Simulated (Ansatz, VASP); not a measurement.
# TlMo4F: VASP beside Ansatz

```
Tl Mo F
1.0
     3.56042    0.00000    0.00000
     0.00000    3.56042    0.00000
     0.00000    0.00000    8.81463
Tl Mo F
1 4 1
Direct
  0.50000 0.50000 0.50000
  0.50000 0.00000 0.77326
  0.00000 0.50000 0.22674
  0.50000 0.00000 0.22674
  0.00000 0.50000 0.77326
  0.00000 0.00000 0.00000
```

Change from the starting cell: species swapped into the NbVH4 type (P4/mmm, No. 123).

Alike in both runs: functional PBE; k mesh 10 × 10 × 4; occupations gaussian, width 0.1 eV; no spin polarisation.

Ansatz relaxed the structure, and its values are those at the end. VASP's run is a single point on that final structure, the one shown.

|  | VASP | Ansatz |
| --- | --- | --- |
| version | VASP 6.6.1 | Ansatz 0.2.0 |
| potentials or method | VASP PAW PBE potentials, release 64 (Tl_d, Mo_sv, F), cutoff 520 eV | scalar-relativistic, plane waves, PAW |
| valence electrons in the cell | 76 | 76 |

```tsv
	VASP	Ansatz	Ansatz less VASP
gap on the k mesh at the Fermi level (eV)	none	none	-
pressure (GPa)	0.2	0.0	-0.22
```

A gap of «none» marks a metal or a gap that the smearing closes. The functional is the same, so the differences come from potentials, cutoffs and numerics.

Neither program's run includes spin-orbit coupling.
